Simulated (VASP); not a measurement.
Here is a VASP 6.6.1 calculation.

The input POSCAR:

```
SiC
1.0
    0.0000000000      2.0138689999      2.0138689999
    2.0138689999      0.0000000000      2.0138689999
    2.0138689999      2.0138689999      0.0000000000
Si C
1 1
Direct
    0.0000000000      0.0000000000      0.0000000000
    0.5000000000      0.5000000000      0.5000000000
```

INCAR.step1

```
SYSTEM = SiC
PREC = Accurate
ENCUT = 520
EDIFF = 1E-5
ISMEAR = -1
SIGMA = 0.02
LREAL = .False.
LASPH = .True.
NELM = 100
ALGO = Normal
ISIF = 2
LWAVE = .True.
LCHARG = .False.
NBANDS = 11
GGA = PE
```

INCAR.step2

```
SYSTEM = SiC
PREC = Accurate
ENCUT = 520
EDIFF = 1E-6
ISMEAR = -1
SIGMA = 0.02
LREAL = .False.
LASPH = .True.
NELM = 100
ALGO = Normal
ISIF = 2
LWAVE = .False.
LCHARG = .False.
GGA = PE
LHFCALC = .True.
AEXX = 0.2
HFSCREEN = 0.5
PRECFOCK = Normal
NBANDS = 11
ISTART = 1
```

Contents of KPOINTS:

```
regular mesh
0
Gamma
  6 6 6
  0 0 0
```

Potentials or basis: VASP PAW PBE potentials, release 64 (Si, C).

Command:

```bash
$ cat potpaw_PBE.64/Si/POTCAR potpaw_PBE.64/C/POTCAR > POTCAR
$ cp INCAR.step1 INCAR
$ mpirun -np 1 vasp_std > vasp.out
$ cp INCAR.step2 INCAR
$ mpirun -np 1 vasp_std > vasp.out
```

Task: Predict the band gap on the k mesh.

Result: Zero (band 4 reaches 12.52 eV, above the bottom of band 5 at 11.82 eV).

Task: Estimate the pressure.

Result: 0.3 GPa.

Caveat: the k points lie up to 0.45 Å⁻¹ apart; the PAW data sets were made with another functional, which shifts forces and pressure a little.
